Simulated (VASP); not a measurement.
# SrO (Fm-3m) in VASP: further runs

Runs on SrO. Level: r2SCAN. Tasks: single point.

Program: VASP 6.6.1. These are calculated values, not measurements. Logs are shortened: lines on timing, memory, paths and dates and some standing lists are left out, and cuts for length are marked.

## (1) The cell of the first run

Symmetry: Fm-3m, No. 225, cubic system. Conventional cell: a = 4.953 Å, b = 4.953 Å, c = 4.953 Å, α = 90.00°, β = 90.00°, γ = 90.00°. Sr (site symmetry m-3m) has 6 O at 2.48 Å within 3.3 Å. Within 3.3 Å of O (site symmetry m-3m) lie 6 Sr at 2.48 Å.

## (2) Single point, r2SCAN, non-collinear spin, zero start, spin-orbit coupling (strain -4.0%)

POSCAR reads:

```
SrO
1.0
    0.0000000000      2.4766966328      2.4766966328
    2.4766966328      0.0000000000      2.4766966328
    2.4766966328      2.4766966328      0.0000000000
Sr O
1 1
Direct
    0.0000000000      0.0000000000      0.0000000000
    0.5000000000      0.5000000000      0.5000000000
```

INCAR.step1 reads:

```
PREC = Accurate ; ENCUT = 520
ISMEAR = 0 ; SIGMA = 0.01
LREAL = F ; LASPH = T
NELM = 150 ; MAGMOM = 0 0 0 0 0 0
LSORBIT = T ; GGA_COMPAT = F
NBANDS = 28 ; GGA = PE
ALGO = Normal ; EDIFF = 1E-4
LWAVE = T ; LCHARG = F
```

INCAR.step2 reads:

```
PREC = Accurate ; ENCUT = 520
EDIFF = 1E-6 ; ISMEAR = 0
SIGMA = 0.01 ; LREAL = F
LASPH = T ; NELM = 150
ALGO = Normal ; ISIF = 2
LWAVE = F ; LCHARG = F
MAGMOM = 0 0 0 0 0 0 ; LORBIT = 11
LSORBIT = T ; GGA_COMPAT = F
LORBMOM = T ; METAGGA = R2SCAN
LMIXTAU = T ; NBANDS = 28
ISTART = 1
```

KPOINTS reads:

```
Automatic mesh
0
Gamma
  8 8 8
```

Potentials or basis: VASP PAW PBE potentials, release 64 (Sr_sv, O).

The run is started by

```
cat potpaw_PBE.64/Sr_sv/POTCAR potpaw_PBE.64/O/POTCAR > POTCAR
cp INCAR.step1 INCAR
mpirun -np 1 vasp_ncl > vasp.out
cp INCAR.step2 INCAR
mpirun -np 1 vasp_ncl > vasp.out
```

OUTCAR:

```text
PREC = Accurate
   ENCUT = 520
   EDIFF = 1E-6
   ISMEAR = 0
   LREAL = F
   LASPH = T
   NELM = 150
   ISIF = 2
   LORBIT = 11
   LSORBIT = T
   METAGGA = R2SCAN
   ISTART = 1

 ion  position               nearest neighbor table
   1  0.000  0.000  0.000-   2 2.48   2 2.48   2 2.48   2 2.48   2 2.48   2 2.48
   2  0.500  0.500  0.500-   1 2.48   1 2.48   1 2.48   1 2.48   1 2.48   1 2.48

  LATTYP: Found a face centered cubic cell.
 ALAT       =     4.9533932656

  Lattice vectors:

 A1 = (   0.0000000000,   2.4766966328,   2.4766966328)
 A2 = (   2.4766966328,   0.0000000000,   2.4766966328)
 A3 = (   2.4766966328,   2.4766966328,   0.0000000000)

Analysis of symmetry for initial positions (statically):
=====================================================================
 Subroutine PRICEL returns:
 Original cell was already a primitive cell.

 Routine SETGRP: Setting up the symmetry group for a
 face centered cubic supercell.

 Subroutine GETGRP returns: Found 48 space group operations
 (whereof 48 operations were pure point group operations)
 out of a pool of 48 trial point group operations.

The static configuration has the point symmetry O_h .

Analysis of symmetry for dynamics (positions and initial velocities):
=====================================================================
 Subroutine PRICEL returns:
 Original cell was already a primitive cell.

 Routine SETGRP: Setting up the symmetry group for a
 face centered cubic supercell.

 Subroutine GETGRP returns: Found 48 space group operations
 (whereof 48 operations were pure point group operations)
 out of a pool of 48 trial point group operations.

The dynamic configuration has the point symmetry O_h .

Analysis of structural, dynamic, and magnetic symmetry:
=====================================================================
 Subroutine PRICEL returns:
 Original cell was already a primitive cell.

 Routine SETGRP: Setting up the symmetry group for a
 face centered cubic supercell.

 Subroutine GETGRP returns: Found 48 space group operations
 (whereof 48 operations were pure point group operations)
 out of a pool of 48 trial point group operations.

The overall configuration has the point symmetry O_h .

 Subroutine INISYM returns: Found 48 space group operations
 (whereof 48 operations are pure point group operations),
 and found     1 'primitive' translations

----------------------------------------------------------------------------------------

                                     Primitive cell

  volume of cell :      30.3842

  direct lattice vectors                    reciprocal lattice vectors
     0.000000000  2.476696633  2.476696633    -0.201881810  0.201881810  0.201881810
     2.476696633  0.000000000  2.476696633     0.201881810 -0.201881810  0.201881810
     2.476696633  2.476696633  0.000000000     0.201881810  0.201881810 -0.201881810

  length of vectors
     3.502577968  3.502577968  3.502577968     0.349669553  0.349669553  0.349669553

  position of ions in fractional coordinates (direct lattice)
     0.000000000  0.000000000  0.000000000
     0.500000000  0.500000000  0.500000000

  ion indices of the primitive-cell ions
   primitive index   ion index
                 1           1
                 2           2

----------------------------------------------------------------------------------------

 KPOINTS: Automatic mesh

Automatic generation of k-mesh.
 Grid dimensions read from file:
 generate k-points for:    8    8    8

 Generating k-lattice:

  Cartesian coordinates                     Fractional coordinates (reciprocal lattice)
    -0.025235226  0.025235226  0.025235226     0.125000000  0.000000000  0.000000000
     0.025235226 -0.025235226  0.025235226     0.000000000  0.125000000  0.000000000
     0.025235226  0.025235226 -0.025235226     0.000000000  0.000000000  0.125000000

  Length of vectors
     0.043708694  0.043708694  0.043708694

[... 86 lines left out ...]
  volume of cell :       30.38
 maximum number of plane-waves:      1738
 NGX is ok and might be reduce to    28
   NGX = 13   NGY = 13   NGZ = 13

 number of electron      16.0000005 magnetization      -0.0000000      0.0000000     -0.0000000

 number of electron      16.0000005 magnetization       0.0000000     -0.0000000      0.0000000

 Free energy of the ion-electron system (eV)
  ---------------------------------------------------
  ext. energy  EPLUGINS =         0.00000000
  ---------------------------------------------------
  free energy    TOTEN  =       -26.94949464 eV

  energy without entropy =      -26.94949464  energy(sigma->0) =      -26.94949464

 E-fermi :   2.0595     XC(G=0): -11.1779

 val. band max:        1.9616981891   @ k =   0.5000   0.5000   0.0000
 cond. band min:       5.5543035874   @ k =   0.5000   0.5000   0.0000
 fundamental gap:      3.5926053984
 Fermi energy:         2.0594780841

 k-point     1 :       0.0000    0.0000    0.0000
  band No.  band energies     occupation
      1     -31.1960      1.00000
      2     -31.1960      1.00000
      3     -14.2600      1.00000
      4     -14.2600      1.00000
      5     -12.8442      1.00000
      6     -12.8442      1.00000
[... 733 lines left out ...]
     27      16.8168      0.00000
     28      16.8168      0.00000

 [... further k-points ...]
[... 5 lines left out ...]
  --------------------------------------------------------------------------------------
  -------------------------------------------------------------------------------------
  Total        3.0356770      3.0356770      3.0356770     -0.0000000      0.0000000      0.0000000
  in kB      160.0728621    160.0728621    160.0728621     -0.0000000      0.0000000      0.0000000
  external PRESSURE =     160.0728621 kB  Pullay stress =       0.0000000 kB

 VOLUME and BASIS-vectors are now :
 -----------------------------------------------------------------------------
  energy-cutoff  :      520.00
  volume of cell :       30.38
      direct lattice vectors                 reciprocal lattice vectors
     0.000000000  2.476696633  2.476696633    -0.201881810  0.201881810  0.201881810
     2.476696633  0.000000000  2.476696633     0.201881810 -0.201881810  0.201881810
     2.476696633  2.476696633  0.000000000     0.201881810  0.201881810 -0.201881810

 POSITION                                       TOTAL-FORCE (eV/Angst)
 -----------------------------------------------------------------------------------
      0.00000      0.00000      0.00000         0.000000      0.000000      0.000000
      2.47670      2.47670      2.47670        -0.000000     -0.000000     -0.000000
 -----------------------------------------------------------------------------------
    total drift:                                0.000000      0.000000      0.000000

  FREE ENERGIE OF THE ION-ELECTRON SYSTEM (eV)
  ---------------------------------------------------
  free  energy   TOTEN  =       -26.9494946446 eV

  energy  without entropy=      -26.9494946446  energy(sigma->0) =      -26.94949464

 orbital moment (x)

 # of ion     p       d       tot
 ----------------------------------------
  1         0.000  -0.000  -0.000
  2         0.000   0.000   0.000
 ----------------------------------------
            0.000  -0.000  -0.000

 orbital moment (y)

 # of ion     p       d       tot
 ----------------------------------------
  1         0.000   0.000   0.000
  2         0.000   0.000   0.000
 ----------------------------------------
            0.000   0.000   0.000

 orbital moment (z)

 # of ion     p       d       tot
 ----------------------------------------
  1         0.000   0.000   0.000
  2         0.000   0.000   0.000
 ----------------------------------------
            0.000   0.000   0.000

 Spin-Orbit-Coupling matrix elements

 Ion:    1  E_soc:     -0.1636446
 l=   1
     0.0000000    -0.0272454    -0.0272454
    -0.0272454     0.0000000    -0.0272454
    -0.0272454    -0.0272454     0.0000000
 l=   2
     0.0000000    -0.0000018     0.0000000    -0.0000018    -0.0000269
    -0.0000018     0.0000000    -0.0000201    -0.0000018    -0.0000067
     0.0000000    -0.0000201     0.0000000    -0.0000201     0.0000000
    -0.0000018    -0.0000018    -0.0000201     0.0000000    -0.0000067
    -0.0000269    -0.0000067     0.0000000    -0.0000067     0.0000000
 l=   3
     0.0000000     0.0000000     0.0000000     0.0000000     0.0000000     0.0000000     0.0000000
     0.0000000     0.0000000     0.0000000     0.0000000     0.0000000     0.0000000     0.0000000
     0.0000000     0.0000000     0.0000000     0.0000000     0.0000000     0.0000000     0.0000000
     0.0000000     0.0000000     0.0000000     0.0000000     0.0000000     0.0000000     0.0000000
     0.0000000     0.0000000     0.0000000     0.0000000     0.0000000     0.0000000     0.0000000
     0.0000000     0.0000000     0.0000000     0.0000000     0.0000000     0.0000000     0.0000000
     0.0000000     0.0000000     0.0000000     0.0000000     0.0000000     0.0000000     0.0000000

 Ion:    2  E_soc:     -0.0002926
 l=   1
     0.0000000    -0.0000488    -0.0000488
    -0.0000488     0.0000000    -0.0000488
    -0.0000488    -0.0000488     0.0000000
 l=   2
     0.0000000     0.0000000     0.0000000     0.0000000     0.0000000
     0.0000000     0.0000000     0.0000000     0.0000000     0.0000000
     0.0000000     0.0000000     0.0000000     0.0000000     0.0000000
     0.0000000     0.0000000     0.0000000     0.0000000     0.0000000
     0.0000000     0.0000000     0.0000000     0.0000000     0.0000000
 l=   3
     0.0000000     0.0000000     0.0000000     0.0000000     0.0000000     0.0000000     0.0000000
     0.0000000     0.0000000     0.0000000     0.0000000     0.0000000     0.0000000     0.0000000
     0.0000000     0.0000000     0.0000000     0.0000000     0.0000000     0.0000000     0.0000000
     0.0000000     0.0000000     0.0000000     0.0000000     0.0000000     0.0000000     0.0000000
     0.0000000     0.0000000     0.0000000     0.0000000     0.0000000     0.0000000     0.0000000
     0.0000000     0.0000000     0.0000000     0.0000000     0.0000000     0.0000000     0.0000000
     0.0000000     0.0000000     0.0000000     0.0000000     0.0000000     0.0000000     0.0000000

 total charge

# of ion       s       p       d       tot
------------------------------------------
    1        2.023   5.949   0.296   8.269
    2        1.560   3.499   0.000   5.060
--------------------------------------------------
tot          3.584   9.449   0.296  13.329

 magnetization (x)

# of ion       s       p       d       tot
------------------------------------------
    1        0.000  -0.000  -0.000  -0.000
    2       -0.000   0.000   0.000   0.000
--------------------------------------------------
tot         -0.000  -0.000  -0.000  -0.000

 magnetization (y)

# of ion       s       p       d       tot
------------------------------------------
    1        0.000  -0.000   0.000  -0.000
    2       -0.000  -0.000   0.000  -0.000
--------------------------------------------------
tot         -0.000  -0.000   0.000  -0.000

 magnetization (z)

# of ion       s       p       d       tot
------------------------------------------
    1        0.000   0.000   0.000   0.000
    2       -0.000   0.000   0.000   0.000
--------------------------------------------------
tot          0.000   0.000   0.000   0.000
```

Wall time 4.1 min (1 thread of AMD EPYC 9R45 (Zen 5), shared host); peak memory 0.27 GiB.

Results:

```
Free energy                                           : -26.9495 eV
Pressure                                              : 16.0 GPa
Net moment                                            : 0.00 μB per cell
Valence electrons inside the program's atomic spheres : Sr 8.27; O 5.06
```

Moments on the atoms (μB; x, y, z):
```
Sr  0.00 0.00 0.00
O   0.00 0.00 0.00
```

Caveat: the cell differs from its parent crystal (strain -4.0%); the cell stands under pressure; the PAW data sets were made with another functional, which shifts forces and pressure a little.

## (3) Single point, r2SCAN, non-collinear spin, zero start, spin-orbit coupling (strain -3.0%)

POSCAR reads:

```
SrO
1.0
    0.0000000000      2.5024955561      2.5024955561
    2.5024955561      0.0000000000      2.5024955561
    2.5024955561      2.5024955561      0.0000000000
Sr O
1 1
Direct
    0.0000000000      0.0000000000      0.0000000000
    0.5000000000      0.5000000000      0.5000000000
```

INCAR.step1 reads:

```
SYSTEM = SrO
ALGO     = Normal         ! electronic algorithm
EDIFF    = 1E-4           ! SCF threshold, eV
ENCUT    = 520            ! plane-wave cutoff, eV
GGA      = PE             ! functional
GGA_COMPAT= .FALSE.      
ISMEAR   = 0              ! smearing method
LASPH    = .TRUE.         ! aspherical terms in the spheres
LCHARG   = .FALSE.        ! write CHGCAR
LREAL    = .FALSE.        ! projectors in reciprocal space
LSORBIT  = .TRUE.         ! spin-orbit coupling
LWAVE    = .TRUE.         ! write WAVECAR
MAGMOM   = 0 0 0 0 0 0    ! initial moments
NBANDS   = 28             ! bands
NELM     = 150            ! most SCF steps
PREC     = Accurate       ! precision mode
SIGMA    = 0.01           ! smearing width, eV
```

INCAR.step2 reads:

```
SYSTEM = SrO
ALGO     = Normal         ! electronic algorithm
EDIFF    = 1E-6           ! SCF threshold, eV
ENCUT    = 520            ! plane-wave cutoff, eV
GGA_COMPAT= .FALSE.      
ISIF     = 2              ! what is computed and relaxed
ISMEAR   = 0              ! smearing method
ISTART   = 1            
LASPH    = .TRUE.         ! aspherical terms in the spheres
LCHARG   = .TRUE.         ! write CHGCAR
LMIXTAU  = .TRUE.       
LORBIT   = 11             ! projections on sites
LORBMOM  = .TRUE.       
LREAL    = .FALSE.        ! projectors in reciprocal space
LSORBIT  = .TRUE.         ! spin-orbit coupling
LVHAR    = .TRUE.       
LWAVE    = .FALSE.        ! write WAVECAR
MAGMOM   = 0 0 0 0 0 0    ! initial moments
METAGGA  = R2SCAN         ! meta-GGA
NBANDS   = 28             ! bands
NELM     = 150            ! most SCF steps
PREC     = Accurate       ! precision mode
SIGMA    = 0.01           ! smearing width, eV
```

KPOINTS reads:

```
k-points
0
G
  8 8 8
  0 0 0
```

Potentials or basis: VASP PAW PBE potentials, release 64 (Sr_sv, O).

The run is started by

```
cat potpaw_PBE.64/Sr_sv/POTCAR potpaw_PBE.64/O/POTCAR > POTCAR
cp INCAR.step1 INCAR
mpirun -np 1 vasp_ncl > vasp.out
cp INCAR.step2 INCAR
mpirun -np 1 vasp_ncl > vasp.out
```

Run time: 4.4 min. Hardware: 1 thread of AMD EPYC 9R45 (Zen 5), shared host; peak memory 0.27 GiB.

It converged, with:

| Item | Value |
| --- | --- |
| Free energy | -27.0317 eV |
| Pressure | 11.3 GPa |
| Net moment | 0.00 μB per cell |
| Valence electrons inside the program's atomic spheres | Sr 8.24; O 5.04 |

Moments on the atoms (μB; x, y, z):
```
Sr  0.00 0.00 0.00
O   0.00 0.00 0.00
```

Caveat: the cell differs from its parent crystal (strain -3.0%); the cell stands under pressure; the PAW data sets were made with another functional, which shifts forces and pressure a little.

(Part 1 of 2 ends here.)
